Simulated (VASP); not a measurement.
# TlCl (Pm-3m) in VASP: notebook

The runs below take TlCl through single point, with r2SCAN, HSE06.

Everything below comes from runs of VASP 6.6.1. Logs are shortened: lines on timing, memory, paths and dates and some standing lists are left out, and cuts for length are marked.

### Step 1. The cell of the first run

The structure is cubic, space group Pm-3m (No. 221). Conventional cell: a = 3.839 Å, b = 3.839 Å, c = 3.839 Å, α = 90.00°, β = 90.00°, γ = 90.00°. Within 4.4 Å of Tl (site symmetry m-3m) lie 8 Cl at 3.32 Å and 6 Tl at 3.84 Å. Within 4.4 Å of Cl (site symmetry m-3m) lie 8 Tl at 3.32 Å and 6 Cl at 3.84 Å.

### Step 2. Single point, r2SCAN

The input, POSCAR:

```
TlCl
1.0
    3.8388256317      0.0000000000      0.0000000000
    0.0000000000      3.8388256317      0.0000000000
    0.0000000000      0.0000000000      3.8388256317
Tl Cl
1 1
Direct
    0.0000000000      0.0000000000      0.0000000000
    0.5000000000      0.5000000000      0.5000000000
```

The input, INCAR.step1:

```
PREC = Accurate
ENCUT = 550
ISMEAR = 0
SIGMA = 0.01
LREAL = False
LASPH = True
NELM = 120
NBANDS = 17
GGA = PE
ALGO = Normal
EDIFF = 1E-5
LWAVE = True
LCHARG = False
GGA_COMPAT = False
```

The input, INCAR.step2:

```
PREC = Accurate
ENCUT = 550
EDIFF = 1E-6
ISMEAR = 0
SIGMA = 0.01
LREAL = False
LASPH = True
NELM = 120
ALGO = Normal
ISIF = 2
LWAVE = False
LCHARG = True
METAGGA = R2SCAN
LMIXTAU = True
LELF = True
LVHAR = True
NBANDS = 17
ISTART = 1
GGA_COMPAT = False
```

The input, KPOINTS:

```
regular mesh
0
Gamma
  4 4 4
```

Potentials or basis: VASP PAW PBE potentials, release 64 (Tl_d, Cl).

The run is started by

```bash
> cat potpaw_PBE.64/Tl_d/POTCAR potpaw_PBE.64/Cl/POTCAR > POTCAR
> cp INCAR.step1 INCAR
> mpirun -np 1 vasp_std > vasp.out
> cp INCAR.step2 INCAR
> mpirun -np 1 vasp_std > vasp.out
```

OUTCAR:

```text
PREC = Accurate
   ENCUT = 550
   EDIFF = 1E-6
   ISMEAR = 0
   LREAL = False
   LASPH = True
   NELM = 120
   ISIF = 2
   METAGGA = R2SCAN
   ISTART = 1

 ion  position               nearest neighbor table
   1  0.000  0.000  0.000-   2 3.32   2 3.32   2 3.32   2 3.32   2 3.32   2 3.32   2 3.32   2 3.32

   2  0.500  0.500  0.500-   1 3.32   1 3.32   1 3.32   1 3.32   1 3.32   1 3.32   1 3.32   1 3.32

  LATTYP: Found a simple cubic cell.
 ALAT       =     3.8388256317

  Lattice vectors:

 A1 = (   3.8388256317,   0.0000000000,   0.0000000000)
 A2 = (   0.0000000000,   3.8388256317,   0.0000000000)
 A3 = (   0.0000000000,   0.0000000000,   3.8388256317)

Analysis of symmetry for initial positions (statically):
=====================================================================
 Subroutine PRICEL returns:
 Original cell was already a primitive cell.

 Routine SETGRP: Setting up the symmetry group for a
 simple cubic supercell.

 Subroutine GETGRP returns: Found 48 space group operations
 (whereof 48 operations were pure point group operations)
 out of a pool of 48 trial point group operations.

The static configuration has the point symmetry O_h .

Analysis of symmetry for dynamics (positions and initial velocities):
=====================================================================
 Subroutine PRICEL returns:
 Original cell was already a primitive cell.

 Routine SETGRP: Setting up the symmetry group for a
 simple cubic supercell.

 Subroutine GETGRP returns: Found 48 space group operations
 (whereof 48 operations were pure point group operations)
 out of a pool of 48 trial point group operations.

The dynamic configuration has the point symmetry O_h .

 Subroutine INISYM returns: Found 48 space group operations
 (whereof 48 operations are pure point group operations),
 and found     1 'primitive' translations

----------------------------------------------------------------------------------------

                                     Primitive cell

  volume of cell :      56.5712

  direct lattice vectors                    reciprocal lattice vectors
     3.838825632  0.000000000  0.000000000     0.260496333  0.000000000  0.000000000
     0.000000000  3.838825632  0.000000000     0.000000000  0.260496333  0.000000000
     0.000000000  0.000000000  3.838825632     0.000000000  0.000000000  0.260496333

  length of vectors
     3.838825632  3.838825632  3.838825632     0.260496333  0.260496333  0.260496333

  position of ions in fractional coordinates (direct lattice)
[... 64 lines left out ...]
   EDIFF  = 0.1E-05   stopping-criterion for ELM
   LREAL  =      F    real-space projection
   EDIFFG = 0.1E-04   stopping-criterion for IOM
   NSW    =      0    number of steps for IOM
   IBRION =     -1    ionic relax: 0-MD 1-quasi-New 2-CG
   NFREE  =      0    steps in history (QN), initial steepest desc. (CG)
   ISIF   =      2    stress and relaxation
   ISYM   =      2    0-nonsym 1-usesym 2-fastsym
   POTIM  = 0.5000    time-step for ionic-motion
   TEBEG  =    0.0;   TEEND  =   0.0 temperature during run
   PSTRESS=    0.0 pullay stress
   NELECT =      20.0000    total number of electrons
   NUPDOWN=      -1.0000    fix difference up-down
   EMIN   =  10.00;   EMAX   =-10.00  energy-range for DOS
   EFERMI =   0.00;   METHOD = LEGACY
   ISMEAR =     0;   SIGMA  =   0.01  broadening in eV -4-tet -1-fermi 0-gaus
   EFERMI_NEDOS =   21; number of points for ismear=-14 and -15
   IALGO  =     38    algorithm
   IMIX   =      4    mixing-type and parameters
     AMIX     =   0.40;   BMIX     =  1.00
     AMIX_MAG =   1.60;   BMIX_MAG =  1.00
  volume/ion in A,a.u.               =      28.29       190.88
  Fermi-wavevector in a.u.,A,eV,Ry     =   1.157586  2.187520 18.231867  1.340004
  Thomas-Fermi vector in A             =   2.294196
   LORBIT       =      0    0 simple, 1 ext, 2 COOP (PROOUT), +10 PAW based schemes
   METAGGA = R2SCAN    functional components
   LHFCALC =     F    Hartree Fock is set to
   AEXX    =    0.0000 exact exchange contribution
   IVDW    =     0    specifies the selected vdW correction
   LEPSILON=     F    determine dielectric tensor
   LRPA    =     F    only Hartree local field effects (RPA)
 non-spin polarized calculation
 Gauss-broadening in eV      SIGMA  =   0.01
  energy-cutoff  :      550.00
  volume of cell :       56.57
 maximum number of plane-waves:      1674
 NGX is ok and might be reduce to    30
   NGX = 15   NGY = 15   NGZ = 15

 number of electron      20.0000005 magnetization

 Free energy of the ion-electron system (eV)
  ---------------------------------------------------
  ext. energy  EPLUGINS =         0.00000000
  ---------------------------------------------------
  free energy    TOTEN  =       -61.54421690 eV

  energy without entropy =      -61.54421690  energy(sigma->0) =      -61.54421690

 E-fermi :   2.4630     XC(G=0):  -9.6082

 val. band max:        2.3826527070   @ k =   0.5000   0.0000   0.0000
 cond. band min:       4.8950959891   @ k =   0.5000   0.0000   0.0000
 fundamental gap:      2.5124432821
 Fermi energy:         2.4630060242

 k-point     1 :       0.0000    0.0000    0.0000
  band No.  band energies     occupation
      1     -12.0024      2.00000
      2      -7.8933      2.00000
      3      -7.8933      2.00000
      4      -7.6450      2.00000
      5      -7.6450      2.00000
      6      -7.6450      2.00000
[... 177 lines left out ...]
      4      -7.8225      2.00000
      5      -7.5810      2.00000
      6      -7.5810      2.00000
[... 9 lines left out ...]
     16      16.0949      0.00000
     17      20.1727      0.00000

------------------------ aborting loop because EDIFF is reached ----------------------------------------

  FORCE on cell =-STRESS in cart. coord.  units (eV):
  Direction    XX          YY          ZZ          XY          YZ          ZX
  --------------------------------------------------------------------------------------
  -------------------------------------------------------------------------------------
  Total        0.0021918      0.0021918      0.0021918      0.0000000      0.0000000     -0.0000000
  in kB        0.0620738      0.0620738      0.0620738      0.0000000      0.0000000     -0.0000000
  external PRESSURE =       0.0620738 kB  Pullay stress =       0.0000000 kB

 VOLUME and BASIS-vectors are now :
 -----------------------------------------------------------------------------
  energy-cutoff  :      550.00
  volume of cell :       56.57
      direct lattice vectors                 reciprocal lattice vectors
     3.838825632  0.000000000  0.000000000     0.260496333  0.000000000  0.000000000
     0.000000000  3.838825632  0.000000000     0.000000000  0.260496333  0.000000000
     0.000000000  0.000000000  3.838825632     0.000000000  0.000000000  0.260496333

 POSITION                                       TOTAL-FORCE (eV/Angst)
 -----------------------------------------------------------------------------------
      0.00000      0.00000      0.00000         0.000000      0.000000      0.000000
      1.91941      1.91941      1.91941         0.000000      0.000000      0.000000
 -----------------------------------------------------------------------------------
    total drift:                                0.000000     -0.000000     -0.000000

  FREE ENERGIE OF THE ION-ELECTRON SYSTEM (eV)
  ---------------------------------------------------
  free  energy   TOTEN  =       -61.5442169039 eV

  energy  without entropy=      -61.5442169039  energy(sigma->0) =      -61.54421690
```

OUTCAR.step1:

```text
PREC = Accurate
   ENCUT = 550
   ISMEAR = 0
   LREAL = False
   LASPH = True
[... 406 lines left out ...]
      0.00000      0.00000      0.00000         0.000000      0.000000      0.000000
      1.91941      1.91941      1.91941         0.000000      0.000000      0.000000
 -----------------------------------------------------------------------------------
    total drift:                                0.000000     -0.000000     -0.000000

  FREE ENERGIE OF THE ION-ELECTRON SYSTEM (eV)
  ---------------------------------------------------
  free  energy   TOTEN  =        -5.9990641734 eV

  energy  without entropy=       -5.9990641734  energy(sigma->0) =       -5.99906417
```

OSZICAR.step1:

```text
N       E                     dE             d eps       ncg     rms          rms(c)
DAV:   1     0.106936302389E+03    0.10694E+03   -0.10258E+04   340   0.109E+03
DAV:   2    -0.211493740154E+01   -0.10905E+03   -0.10511E+03   446   0.243E+02
DAV:   3    -0.637795639888E+01   -0.42630E+01   -0.42503E+01   365   0.421E+01
DAV:   4    -0.641360628777E+01   -0.35650E-01   -0.35644E-01   442   0.447E+00
DAV:   5    -0.641402558502E+01   -0.41930E-03   -0.41929E-03   428   0.461E-01    0.319E+00
DAV:   6    -0.602911763153E+01    0.38491E+00   -0.66522E-01   371   0.421E+00    0.207E+00
DAV:   7    -0.600033740786E+01    0.28780E-01   -0.12332E-01   359   0.164E+00    0.127E+00
DAV:   8    -0.599930730690E+01    0.10301E-02   -0.20739E-02   379   0.951E-01    0.278E-01
DAV:   9    -0.599887946208E+01    0.42784E-03   -0.14682E-03   391   0.195E-01    0.131E-01
DAV:  10    -0.599908007459E+01   -0.20061E-03   -0.68025E-04   355   0.129E-01    0.575E-02
DAV:  11    -0.599906413621E+01    0.15938E-04   -0.58507E-05   391   0.440E-02    0.160E-02
DAV:  12    -0.599906417336E+01   -0.37150E-07   -0.41882E-06   196   0.116E-02
   1 F= -.59990642E+01 E0= -.59990642E+01  d E =-.164393E-34
```

Run time: 41 s. Hardware: 1 thread of Intel Xeon Platinum 8259CL at 2.50GHz (Skylake/Cascade Lake), shared host; peak memory 0.17 GiB.

Results:

| Item | Value |
| --- | --- |
| Free energy | -61.5442 eV |
| Pressure | 0.0 GPa |
| Band gap on the k mesh | 2.51 eV, direct |

Caveat: the PAW data sets were made with another functional, which shifts forces and pressure a little; spin-orbit coupling is left out, which moves the levels of the heavy elements. r2SCAN opens gaps a little over a GGA but as a rule still falls short of measured ones.

### Step 3. Single point, HSE06

POSCAR is that of step 2.

The input, INCAR.step1:

```
SYSTEM = TlCl
PREC = Accurate
ENCUT = 400
EDIFF = 1E-5
ISMEAR = 0
SIGMA = 0.01
LREAL = .False.
LASPH = .True.
NELM = 120
ALGO = Normal
ISIF = 2
LWAVE = .True.
GGA = PE
NBANDS = 17
GGA_COMPAT = .False.
```

The input, INCAR.step2:

```
SYSTEM = TlCl
PREC = Accurate
ENCUT = 400
EDIFF = 1E-6
ISMEAR = 0
SIGMA = 0.01
LREAL = .False.
LASPH = .True.
NELM = 120
ALGO = Normal
ISIF = 2
LWAVE = .False.
LCHARG = .True.
GGA = PE
LHFCALC = .True.
HFSCREEN = 0.2079
PRECFOCK = Normal
LELF = .True.
LVHAR = .True.
ISTART = 1
NBANDS = 17
GGA_COMPAT = .False.
```

The input, KPOINTS:

```
Automatic mesh
0
Gamma
  4 4 4
  0 0 0
```

Potentials or basis: VASP PAW PBE potentials, release 64 (Tl_d, Cl).

The run is started by

```bash
> cat potpaw_PBE.64/Tl_d/POTCAR potpaw_PBE.64/Cl/POTCAR > POTCAR
> cp INCAR.step1 INCAR
> mpirun -np 1 vasp_std > vasp.out
> cp INCAR.step2 INCAR
> mpirun -np 1 vasp_std > vasp.out
```

It took 6.4 min on 1 thread of Intel Xeon Platinum 8259CL at 2.50GHz (Skylake/Cascade Lake), shared host; peak memory 0.26 GiB.

It converged, with:

```yaml
Free_energy: -7.1646 eV
Pressure: 0.8 GPa
Band_gap_on_the_k_mesh: 2.85 eV, direct
```

Levels at points of the mesh, in eV from the valence-band top:
```
           k point  band 6  band 7  band 8  band 9  band 10  band 11  band 12  band 13  band 14  band 15
(0.00, 0.00, 0.00)  -10.96   -4.70   -1.87   -1.87    -1.87     8.77     8.77     8.97     8.97     8.97
(0.50, 0.00, 0.00)  -10.95   -5.88   -1.43   -1.43     0.00     2.85     7.60     7.60     9.79    12.55
(0.50, 0.50, 0.00)  -10.89   -3.41   -3.41   -3.38    -1.37     5.82     5.82     9.41     9.66    12.56
(0.50, 0.50, 0.50)  -10.88   -2.43   -2.43   -2.43    -2.04     3.33     3.33     3.33    14.07    14.07
```

Caveat: the PAW data sets were made with another functional, which shifts forces and pressure a little; spin-orbit coupling is left out, which moves the levels of the heavy elements. A k mesh can miss the band edges.
